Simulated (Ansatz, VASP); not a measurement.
## Two plane-wave programs on AlAs

```xyz
2
Lattice="0.0000 2.8372 2.8372 2.8372 0.0000 2.8372 2.8372 2.8372 0.0000" Properties=species:S:1:pos:R:3 pbc="T T T"
Al    0.0000    0.0000    0.0000
As    1.4186    1.4186    1.4186
```

Alike in both runs: functional PBEsol; k mesh 8 × 8 × 8; occupations gaussian, width 0.02 eV; no spin polarisation.

Ansatz relaxed the structure, and its values are those at the end. VASP's run is a single point on that final structure, the one shown.

|  | VASP | Ansatz |
| --- | --- | --- |
| version | VASP 6.6.1 | Ansatz 0.2.0 |
| potentials or method | VASP PAW PBE potentials, release 64 (Al, As), cutoff 500 eV | scalar-relativistic, plane waves, PAW |
| valence electrons in the cell | 8 | 18 |

VASP gave:

```
gap on the k mesh at the Fermi level (eV) : 1.33
least direct gap on the mesh (eV)         : 1.92
pressure (GPa)                            : 0.3
```

**Question.** Which values does Ansatz return?

**Answer.** gap on the k mesh at the Fermi level (eV): 1.34; least direct gap on the mesh (eV): 1.91; pressure (GPa): 0.0.

VASP's potentials were made for PBE, not for PBEsol, and Ansatz warns of the same on its side. VASP's potentials hold 8 valence electrons a cell and Ansatz's 18, so a difference there can come from the potentials and not from the codes.
